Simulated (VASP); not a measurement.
Input of a VASP 6.6.1 run:

The input INCAR:

```
PREC = Accurate ; ENCUT = 630
EDIFF = 1E-6 ; ISMEAR = 0
SIGMA = 0.1 ; LREAL = False
LASPH = True ; NELM = 120
ALGO = Normal ; ISIF = 2
LWAVE = False ; LCHARG = False
GGA = PE ; NBANDS = 38
GGA_COMPAT = False
```

File KPOINTS:

```
Automatic mesh
0
Gamma
  4 4 4
```

Contents of POSCAR:

```
Si2IrPd2
1.0
    3.7905653198      0.0000000000      0.0000000000
    0.0000000000      3.7905653198      0.0000000000
    0.0000000000      0.0000000000      5.3737872990
Si Pd Ir
2 2 1
Direct
    0.0000000000      0.5000000000      0.5000000000
    0.5000000000      0.0000000000      0.5000000000
    0.0000000000      0.0000000000      0.7650318117
    0.0000000000      0.0000000000      0.2349681883
    0.5000000000      0.5000000000      0.0000000000
```

Potentials or basis: VASP PAW PBE potentials, release 64 (Si, Pd_sv_GW, Ir_sv_GW).

Run with:

```bash
$ cat potpaw_PBE.64/Si/POTCAR potpaw_PBE.64/Pd_sv_GW/POTCAR potpaw_PBE.64/Ir_sv_GW/POTCAR > POTCAR
$ mpirun -np 1 vasp_std > vasp.out
```

Problem. Estimate the band gap on the k mesh.

Solution. Zero (an odd number of electrons rules out a gap without spin polarisation).

Problem. Predict the largest force.

Solution. 0.014 eV/Å.

Problem. Estimate the pressure.

Solution. -0.2 GPa.

Forces in eV/Å, atoms in the order of the input:
```
Si   0.000  0.000  0.000
Si   0.000  0.000  0.000
Pd   0.000  0.000  0.014
Pd   0.000  0.000 -0.014
Ir   0.000  0.000  0.000
```

Caveat: the k points lie up to 0.41 Å⁻¹ apart, too coarse for converged energies and pressures of a metal; spin-orbit coupling is left out, which moves the levels of the heavy elements.
